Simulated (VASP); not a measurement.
Input of a VASP 6.6.1 run:

Contents of INCAR:

```
SYSTEM = Pt2C
ALGO     = Normal         ! electronic algorithm
EDIFF    = 1E-7           ! SCF threshold, eV
EDIFFG   = -0.04          ! ionic threshold
ENCUT    = 600            ! plane-wave cutoff, eV
GGA      = PE             ! functional
IBRION   = 2              ! ionic algorithm
ISIF     = 3              ! what is computed and relaxed
ISMEAR   = 0              ! smearing method
LASPH    = .True.         ! aspherical terms in the spheres
LCHARG   = .False.        ! write CHGCAR
LREAL    = .False.        ! projectors in reciprocal space
LWAVE    = .False.        ! write WAVECAR
NELM     = 80             ! most SCF steps
NSW      = 90             ! ionic steps
PREC     = Accurate       ! precision mode
SIGMA    = 0.1            ! smearing width, eV
```

KPOINTS

```
k-points
0
Gamma
  8 8 8
  0 0 0
```

The input POSCAR:

```
Pt2C
1.0
   -1.5514155694      1.5514155694      3.8058163187
    1.5514155694     -1.5514155694      3.8058163187
    1.5514155694      1.5514155694     -3.8058163187
Pt C
2 1
Direct
    0.6650000000      0.6650000000      0.0000000000
    0.3350000000      0.3350000000      0.0000000000
    0.0000000000      0.0000000000      0.0000000000
```

Potentials or basis: VASP PAW PBE potentials, release 64 (Pt, C).

Command:

```sh
$ cat potpaw_PBE.64/Pt/POTCAR potpaw_PBE.64/C/POTCAR > POTCAR
$ mpirun -np 1 vasp_std > vasp.out
```

Problem. What does it give for the space group after relaxing (to 0.05 Å)?

Solution. I4/mmm (No. 139).

Problem. Predict the relaxed cell.

Solution. a = 5.316 Å, b = 5.316 Å, c = 5.316 Å, α = 149.89°, β = 149.89°, γ = 43.11°.

Final structure:
```cif
data_structure
_symmetry_space_group_name_H-M 'P 1'
_symmetry_Int_Tables_number 1
_cell_length_a 5.3165
_cell_length_b 5.3165
_cell_length_c 5.3165
_cell_angle_alpha 149.885
_cell_angle_beta 149.885
_cell_angle_gamma 43.110
_cell_volume 37.73
loop_
_atom_site_label
_atom_site_type_symbol
_atom_site_fract_x
_atom_site_fract_y
_atom_site_fract_z
_atom_site_occupancy
Pt1 Pt 0.63901 0.63901 0.00000 1
Pt2 Pt 0.36099 0.36099 0.00000 1
C1 C 0.00000 0.00000 0.00000 1
```
